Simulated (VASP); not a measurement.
Write the native input for VASP 6.6.1 that does the following.

- Task: relaxation of the atoms
- Functional: PBE
- Potentials or basis: VASP PAW PBE potentials, release 64 (Co, Si)
- Cutoff: 520 eV
- k mesh: 8 × 8 × 8
- Occupations: gaussian, width 0.05 eV
- Spin: no spin polarisation
- Dipole correction: no
- Further INCAR settings: ALGO = Normal; EDIFF = 1e-06; IBRION = 2; EDIFFG = -0.01; NSW = 60

The structure of CoSi lies in POSCAR:

```
CoSi
1.0
    4.4890928046      0.0000000000      0.0000000000
    0.0000000000      4.4890928046      0.0000000000
    0.0000000000      0.0000000000      4.4890928046
Co Si
4 4
Direct
    0.1441353627      0.1441353627      0.1441353627
    0.3558646373      0.8558646373      0.6441353627
    0.6441353627      0.3558646373      0.8558646373
    0.8558646373      0.6441353627      0.3558646373
    0.8429214402      0.8429214402      0.8429214402
    0.6570785598      0.1570785598      0.3429214402
    0.3429214402      0.6570785598      0.1570785598
    0.1570785598      0.3429214402      0.6570785598
```

These files were run (other wordings do the same):

INCAR

```
SYSTEM = CoSi
PREC = Accurate ; ENCUT = 520
EDIFF = 1E-6 ; ISMEAR = 0
SIGMA = 0.05 ; LREAL = .FALSE.
LASPH = .TRUE. ; NELM = 80
ALGO = Normal ; ISIF = 2
LWAVE = .FALSE. ; LCHARG = .FALSE.
GGA = PE ; IBRION = 2
NSW = 60 ; EDIFFG = -0.01
```

KPOINTS

```
regular mesh
0
G
  8 8 8
  0 0 0
```

Potentials or basis: VASP PAW PBE potentials, release 64 (Co, Si).

Launch:

```sh
$ cat potpaw_PBE.64/Co/POTCAR potpaw_PBE.64/Si/POTCAR > POTCAR
$ mpirun -np 1 vasp_std > vasp.out
```

It gave:

```
Energy gained by relaxing    : 0.1 meV/atom
Ionic steps                  : 5
Pressure after relaxing      : -7.8 GPa
Largest force after relaxing : 0.004 eV/Å
Band gap on the k mesh       : zero (bands 26 and 27 overlap by 0.20 eV)
```

Caveat: the run has no spin polarisation, though such a crystal can be magnetic.

It took 3.4 min on 1 thread of Intel(R) Xeon(R) Platinum 8488C (Sapphire Rapids), with other jobs on the host, peak memory 0.26 GiB.
